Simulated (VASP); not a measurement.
Here is a VASP 6.6.1 calculation.

Contents of INCAR:

```
SYSTEM = KF
  ALGO = Normal
  EDIFF = 1E-6
  EDIFFG = -0.015
  ENCUT = 600
  GGA = PE
  IBRION = 2
  ISIF = 3
  ISMEAR = 0
  LASPH = .True.
  LCHARG = .False.
  LREAL = .False.
  LWAVE = .False.
  NELM = 80
  NSW = 80
  PREC = Accurate
  SIGMA = 0.02
```

The input KPOINTS:

```
k-points
0
Gamma
  6 6 6
  0 0 0
```

The input POSCAR:

```
KF
1.0
    0.0000000000     -5.4206645362      0.0000000000
    0.0000000000      0.0000000000      5.4206645362
   -5.4206645362      0.0000000000      0.0000000000
K F
4 4
Direct
    0.0000000000      0.5000000000      0.5000000000
    0.5000000000      0.5000000000      1.0000000000
    0.0000000000      0.0000000000      0.0000000000
    0.5000000000      0.0000000000      0.5000000000
    0.0000000000      0.5000000000      0.0000000000
    0.5000000000      0.5000000000      0.5000000000
    0.0000000000      0.0000000000      0.5000000000
    0.5000000000      0.0000000000      0.0000000000
```

Potentials or basis: VASP PAW PBE potentials, release 64 (K_sv, F).

Run with:

```sh
$ cat potpaw_PBE.64/K_sv/POTCAR potpaw_PBE.64/F/POTCAR > POTCAR
$ mpirun -np 1 vasp_std > vasp.out
```

Task: Predict the band gap on the k mesh.

Result: 5.95 eV.

Final structure:
```xyz
8
Lattice="0.0000 -5.4207 0.0000 0.0000 0.0000 5.4207 -5.4207 0.0000 0.0000" Properties=species:S:1:pos:R:3 pbc="T T T"
K    -2.7103    0.0000    2.7103
K     0.0000   -2.7103    2.7103
K     0.0000    0.0000    0.0000
K    -2.7103   -2.7103    0.0000
F     0.0000    0.0000    2.7103
F    -2.7103   -2.7103    2.7103
F    -2.7103    0.0000    0.0000
F     0.0000   -2.7103    0.0000
```

Caveat: the relaxation stopped at its first step, so nothing moved. A k mesh can miss the band edges.
